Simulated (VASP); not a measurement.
# Ba2RuN2 (I4/mmm) in VASP: single point with LDA

Aim: the single point of Ba2RuN2 with LDA.

All numbers are computed with VASP 6.6.1; they aren't measurements. Logs are shortened: lines on timing, memory, paths and dates and some standing lists are left out, and cuts for length are marked.

### 1 The cell of the first run

The structure is tetragonal, space group I4/mmm (No. 139). Conventional cell: a = 4.167 Å, b = 4.167 Å, c = 13.076 Å, α = 90.00°, β = 90.00°, γ = 90.00°. Ba (site symmetry 4mm) has 5 N at 2.92 to 2.95 Å and 4 Ru at 3.46 Å and 1 Ba at 3.63 Å within 3.8 Å. Ru (site symmetry 4/mmm) has 2 N at 1.81 Å within 2.4 Å. N (site symmetry 4mm) has 1 Ru at 1.81 Å within 2.4 Å.

### 2 Single point, LDA

File INCAR:

```
  PREC = Accurate
  ENCUT = 700
  EDIFF = 1E-6
  ISMEAR = -1
  SIGMA = 0.02
  LREAL = False
  LASPH = True
  NELM = 120
  ALGO = Normal
  ISIF = 2
  LWAVE = False
  LCHARG = False
  GGA = CA
  NBANDS = 31
  GGA_COMPAT = False
```

File KPOINTS:

```
Automatic mesh
0
Gamma
  8 8 8
```

File POSCAR:

```
Ba2RuN2
1.0
   -2.0836869646      2.0836869646      6.5378295090
    2.0836869646     -2.0836869646      6.5378295090
    2.0836869646      2.0836869646     -6.5378295090
Ba Ru N
2 1 2
Direct
    0.1387171376      0.1387171376      0.0000000000
    0.8612828624      0.8612828624      0.0000000000
    0.5000000000      0.5000000000      0.0000000000
    0.6382847492      0.6382847492      0.0000000000
    0.3617152508      0.3617152508      0.0000000000
```

Potentials or basis: VASP PAW LDA potentials, release 64 (Ba_sv, Ru_sv, N).

Started as:

```bash
$ cat potpaw_LDA.64/Ba_sv/POTCAR potpaw_LDA.64/Ru_sv/POTCAR potpaw_LDA.64/N/POTCAR > POTCAR
$ mpirun -np 1 vasp_std > vasp.out
```

OUTCAR:

```text
PREC = Accurate
   ENCUT = 700
   EDIFF = 1E-6
   ISMEAR = -1
   LREAL = False
   LASPH = True
   NELM = 120
   ISIF = 2
   GGA = CA

 ion  position               nearest neighbor table
   1  0.139  0.139  0.000-   5 2.92   4 2.95   4 2.95   4 2.95   4 2.95   3 3.46   3 3.46   3 3.46
                             3 3.46   2 3.63   2 4.14   2 4.14   2 4.14   2 4.14
   2  0.861  0.861  0.000-   4 2.92   5 2.95   5 2.95   5 2.95   5 2.95   3 3.46   3 3.46   3 3.46
                             3 3.46   1 3.63   1 4.14   1 4.14   1 4.14   1 4.14
   3  0.500  0.500  0.000-   4 1.81   5 1.81   1 3.46   2 3.46   1 3.46   1 3.46   1 3.46   2 3.46
                             2 3.46   2 3.46
   4  0.638  0.638  0.000-   3 1.81   2 2.92   1 2.95   1 2.95   1 2.95   1 2.95
   5  0.362  0.362  0.000-   3 1.81   1 2.92   2 2.95   2 2.95   2 2.95   2 2.95

  LATTYP: Found a body centered tetragonal cell.
 ALAT       =     4.1673739292
 C/A-ratio  =     3.1376255743

  Lattice vectors:

 A1 = (  -2.0836869646,   2.0836869646,   6.5378295090)
 A2 = (   2.0836869646,  -2.0836869646,   6.5378295090)
 A3 = (   2.0836869646,   2.0836869646,  -6.5378295090)

Analysis of symmetry for initial positions (statically):
=====================================================================
 Subroutine PRICEL returns:
 Original cell was already a primitive cell.

 Routine SETGRP: Setting up the symmetry group for a
 body centered tetragonal supercell.

 Subroutine GETGRP returns: Found 16 space group operations
 (whereof 16 operations were pure point group operations)
 out of a pool of 16 trial point group operations.

The static configuration has the point symmetry D_4h.

Analysis of symmetry for dynamics (positions and initial velocities):
=====================================================================
 Subroutine PRICEL returns:
 Original cell was already a primitive cell.

 Routine SETGRP: Setting up the symmetry group for a
 body centered tetragonal supercell.

 Subroutine GETGRP returns: Found 16 space group operations
 (whereof 16 operations were pure point group operations)
 out of a pool of 16 trial point group operations.

The dynamic configuration has the point symmetry D_4h.

 Subroutine INISYM returns: Found 16 space group operations
 (whereof 16 operations are pure point group operations),
 and found     1 'primitive' translations

----------------------------------------------------------------------------------------

                                     Primitive cell

  volume of cell :     113.5425

  direct lattice vectors                    reciprocal lattice vectors
    -2.083686965  2.083686965  6.537829509     0.000000000  0.239959269  0.076477981
     2.083686965 -2.083686965  6.537829509     0.239959269  0.000000000  0.076477981
     2.083686965  2.083686965 -6.537829509     0.239959269  0.239959269  0.000000000

  length of vectors
     7.171242390  7.171242390  7.171242390     0.251851806  0.251851806  0.339353652

  position of ions in fractional coordinates (direct lattice)
     0.138717138  0.138717138  0.000000000
     0.861282862  0.861282862  0.000000000
     0.500000000  0.500000000  0.000000000
     0.638284749  0.638284749  0.000000000
     0.361715251  0.361715251  0.000000000

  ion indices of the primitive-cell ions
   primitive index   ion index
                 1           1
                 2           2
                 3           3
                 4           4
                 5           5

----------------------------------------------------------------------------------------

 KPOINTS: Automatic mesh

Automatic generation of k-mesh.
 Grid dimensions read from file:
 generate k-points for:    8    8    8

 Generating k-lattice:

  Cartesian coordinates                     Fractional coordinates (reciprocal lattice)
     0.000000000  0.029994909  0.009559748     0.125000000 -0.000000000  0.000000000
     0.029994909  0.000000000  0.009559748    -0.000000000  0.125000000  0.000000000
     0.029994909  0.029994909  0.000000000     0.000000000  0.000000000  0.125000000

  Length of vectors
     0.031481476  0.031481476  0.042419207

  Shift w.r.t. Gamma in fractional coordinates (k-lattice)
     0.000000000  0.000000000  0.000000000

 Subroutine IBZKPT returns following result:
 ===========================================

 Found     59 irreducible k-points:

 Following reciprocal coordinates:
            Coordinates               Weight
  0.000000  0.000000  0.000000      1.000000
  0.125000 -0.000000  0.000000      8.000000
  0.250000 -0.000000  0.000000      8.000000
  0.375000  0.000000  0.000000      8.000000
  0.500000 -0.000000  0.000000      4.000000
  0.125000  0.125000  0.000000      8.000000
[... 16 lines left out ...]
  0.250000  0.125000  0.125000     16.000000
  0.375000  0.125000  0.125000      8.000000
 [... further k-points ...]
   k-points           NKPTS =     59   k-points in BZ     NKDIM =     59   number of bands    NBANDS=     31
   number of dos      NEDOS =    301   number of ions     NIONS =      5
   total plane-waves  NPLWV = 262144
   dimension x,y,z NGX =    64 NGY =   64 NGZ =   64
   dimension x,y,z NGXF=   128 NGYF=  128 NGZF=  128
   ions per type =               2   1   2
   NGX,Y,Z   is equivalent  to a cutoff of  14.84, 14.84, 14.84 a.u.
   NGXF,Y,Z  is equivalent  to a cutoff of  29.67, 29.67, 29.67 a.u.
 SYSTEM =  unknown system
   PREC   = accura    normal or accurate (medium, high low for compatibility)
   ISTART =      0    job   : 0-new  1-cont  2-samecut
   ICHARG =      2    charge: 1-file 2-atom 10-const
   ISPIN  =      1    spin polarized calculation?
   LNONCOLLINEAR =      F non collinear calculations
   LSORBIT =      F    spin-orbit coupling
   LASPH  =      T    aspherical Exc in radial PAW
   ENCUT  =  700.0 eV  51.45 Ry    7.17 a.u.  15.47 15.47 15.47*2*pi/ulx,y,z
   NELM   =    120;   NELMIN=  2; NELMDL= -5     # of ELM steps
   EDIFF  = 0.1E-05   stopping-criterion for ELM
   LREAL  =      F    real-space projection
   EDIFFG = 0.1E-04   stopping-criterion for IOM
   NSW    =      0    number of steps for IOM
   IBRION =     -1    ionic relax: 0-MD 1-quasi-New 2-CG
   NFREE  =      0    steps in history (QN), initial steepest desc. (CG)
   ISIF   =      2    stress and relaxation
   ISYM   =      2    0-nonsym 1-usesym 2-fastsym
   POTIM  = 0.5000    time-step for ionic-motion
   TEBEG  =    0.0;   TEEND  =   0.0 temperature during run
   PSTRESS=    0.0 pullay stress
   NELECT =      46.0000    total number of electrons
   NUPDOWN=      -1.0000    fix difference up-down
   EMIN   =  10.00;   EMAX   =-10.00  energy-range for DOS
   EFERMI =   0.00;   METHOD = LEGACY
   ISMEAR =    -1;   SIGMA  =   0.02  broadening in eV -4-tet -1-fermi 0-gaus
   EFERMI_NEDOS =   21; number of points for ismear=-14 and -15
   IALGO  =     38    algorithm
   IMIX   =      4    mixing-type and parameters
     AMIX     =   0.40;   BMIX     =  1.00
     AMIX_MAG =   1.60;   BMIX_MAG =  1.00
  volume/ion in A,a.u.               =      22.71       153.24
  Fermi-wavevector in a.u.,A,eV,Ry     =   1.211364  2.289146 19.965220  1.467402
  Thomas-Fermi vector in A             =   2.346882
   LORBIT       =      0    0 simple, 1 ext, 2 COOP (PROOUT), +10 PAW based schemes
   GGA     = CA    functional components
   LHFCALC =     F    Hartree Fock is set to
   AEXX    =    0.0000 exact exchange contribution
   IVDW    =     0    specifies the selected vdW correction
   LEPSILON=     F    determine dielectric tensor
   LRPA    =     F    only Hartree local field effects (RPA)
 non-spin polarized calculation
  energy-cutoff  :      700.00
  volume of cell :      113.54
 maximum number of plane-waves:      4816
 NGX is ok and might be reduce to    64
   NGX = 31   NGY = 31   NGZ = 31

 number of electron      46.0000001 magnetization

 Free energy of the ion-electron system (eV)
  ---------------------------------------------------
  ext. energy  EPLUGINS =         0.00000000
  ---------------------------------------------------
  free energy    TOTEN  =       -35.43281497 eV

  energy without entropy =      -35.43247281  energy(sigma->0) =      -35.43264389

 E-fermi :   4.0396     XC(G=0): -10.0929

 val. band max:        4.0339620720   @ k =   0.2500   0.2500   0.2500
 cond. band min:       4.1255859054   @ k =   0.3750   0.3750   0.1250
 fundamental gap:      0.0916238334
 Fermi energy:         4.0396416950

 k-point     1 :       0.0000    0.0000    0.0000
  band No.  band energies     occupation
      1     -68.3302      2.00000
      2     -39.5321      2.00000
      3     -38.0978      2.00000
      4     -38.0978      2.00000
      5     -23.5369      2.00000
      6     -23.3712      2.00000
[... 23 lines left out ...]
     30       7.8883      0.00000
     31       7.9213      0.00000

 k-point     2 :       0.1250   -0.0000    0.0000
  band No.  band energies     occupation
      1     -68.3302      2.00000
      2     -39.5321      2.00000
      3     -38.0983      2.00000
      4     -38.0978      2.00000
      5     -23.5260      2.00000
      6     -23.3703      2.00000
[... 23 lines left out ...]
     30       7.9138      0.00000
     31       8.1641      0.00000

 k-point     3 :       0.2500   -0.0000    0.0000
  band No.  band energies     occupation
      1     -68.3302      2.00000
      2     -39.5320      2.00000
      3     -38.0994      2.00000
      4     -38.0977      2.00000
      5     -23.4980      2.00000
      6     -23.3695      2.00000
[... 23 lines left out ...]
     30       8.1123      0.00000
     31       8.1365      0.00000

 k-point     4 :       0.3750    0.0000    0.0000
  band No.  band energies     occupation
      1     -68.3302      2.00000
      2     -39.5319      2.00000
      3     -38.1005      2.00000
      4     -38.0976      2.00000
      5     -23.4665      2.00000
      6     -23.3720      2.00000
[... 23 lines left out ...]
     30       8.4680      0.00000
     31       8.6967      0.00000

 k-point     5 :       0.5000   -0.0000    0.0000
  band No.  band energies     occupation
      1     -68.3302      2.00000
      2     -39.5318      2.00000
      3     -38.1010      2.00000
      4     -38.0976      2.00000
      5     -23.4514      2.00000
      6     -23.3751      2.00000
[... 23 lines left out ...]
     30       8.7429      0.00000
     31       9.0998      0.00000
[... 542 lines left out ...]
     30       8.8125      0.00000
     31       9.3684      0.00000

 k-point    22 :       0.1250    0.1250    0.1250
  band No.  band energies     occupation
      1     -68.3302      2.00000
      2     -39.5318      2.00000
      3     -38.0993      2.00000
      4     -38.0992      2.00000
      5     -23.4705      2.00000
      6     -23.3584      2.00000
[... 23 lines left out ...]
     30       8.1021      0.00000
     31       8.7137      0.00000

 k-point    23 :       0.2500    0.1250    0.1250
  band No.  band energies     occupation
      1     -68.3302      2.00000
      2     -39.5317      2.00000
      3     -38.1004      2.00000
      4     -38.0992      2.00000
      5     -23.4451      2.00000
      6     -23.3564      2.00000
[... 23 lines left out ...]
     30       8.7557      0.00000
     31       9.1389      0.00000

 k-point    24 :       0.3750    0.1250    0.1250
  band No.  band energies     occupation
      1     -68.3301      2.00000
      2     -39.5317      2.00000
      3     -38.1008      2.00000
      4     -38.0991      2.00000
      5     -23.4335      2.00000
      6     -23.3566      2.00000
[... 23 lines left out ...]
     30       8.7861      0.00000
     31       9.1932      0.00000

 [... further k-points ...]
[... 5 lines left out ...]
  --------------------------------------------------------------------------------------
  -------------------------------------------------------------------------------------
  Total       -2.2769016     -2.2769016     -3.6283262      0.0000000      0.0000000      0.0000000
  in kB      -32.1289342    -32.1289342    -51.1986337      0.0000000      0.0000000      0.0000000
  external PRESSURE =     -38.4855007 kB  Pullay stress =       0.0000000 kB

 VOLUME and BASIS-vectors are now :
 -----------------------------------------------------------------------------
  energy-cutoff  :      700.00
  volume of cell :      113.54
      direct lattice vectors                 reciprocal lattice vectors
    -2.083686965  2.083686965  6.537829509     0.000000000  0.239959269  0.076477981
     2.083686965 -2.083686965  6.537829509     0.239959269  0.000000000  0.076477981
     2.083686965  2.083686965 -6.537829509     0.239959269  0.239959269  0.000000000

 POSITION                                       TOTAL-FORCE (eV/Angst)
 -----------------------------------------------------------------------------------
      0.00000      0.00000      1.81382         0.000000      0.000000     -0.017630
      0.00000      0.00000     11.26184         0.000000      0.000000      0.017630
      0.00000      0.00000      6.53783         0.000000      0.000000     -0.000000
      0.00000      0.00000      8.34599        -0.000000     -0.000000     -0.435091
      0.00000      0.00000      4.72967         0.000000      0.000000      0.435091
 -----------------------------------------------------------------------------------
    total drift:                                0.000000     -0.000000      0.000000

  FREE ENERGIE OF THE ION-ELECTRON SYSTEM (eV)
  ---------------------------------------------------
  free  energy   TOTEN  =       -35.4328149738 eV

  energy  without entropy=      -35.4324728058  energy(sigma->0) =      -35.43264389
```

Wall time 11 min (1 thread of Intel Xeon Platinum 8375C at 2.90GHz (Ice Lake), shared host); peak memory 0.64 GiB.

What came out:

```
Free energy            : -35.4328 eV
Pressure               : -3.8 GPa
Largest force          : 0.435 eV/Å
Band gap on the k mesh : zero (filled and empty bands touch)
```

Forces on the atoms (eV/Å):
```
Ba   0.000  0.000 -0.018
Ba   0.000  0.000  0.018
Ru   0.000  0.000  0.000
N    0.000  0.000 -0.435
N    0.000  0.000  0.435
```

Stress tensor (GPa, compression positive):
```
-3.21  0.00  0.00
 0.00 -3.21  0.00
 0.00  0.00 -5.12
```

Levels at points of the mesh, in eV from the Fermi level:
```
           k point  band 20  band 21  band 22  band 23  band 24  band 25  band 26  band 27
(0.00, 0.00, 0.00)    -1.86    -1.59    -1.50    -1.06     0.83     1.04     1.04     2.55
(0.50, 0.00, 0.00)    -2.06    -1.95    -1.26    -0.40     0.62     0.99     2.02     3.38
(0.50, 0.50, 0.00)    -1.59    -1.30    -0.51    -0.06     0.14     0.18     1.42     1.61
(0.50, 0.50, 0.50)    -1.80    -1.80    -1.76    -1.05     1.41     1.53     1.53     2.15
```

Caveat: the cell stands under tension; spin-orbit coupling is left out, which moves the levels of the heavy elements.

The gap in the log of VASP goes by the Fermi energy; the results here count the filled bands.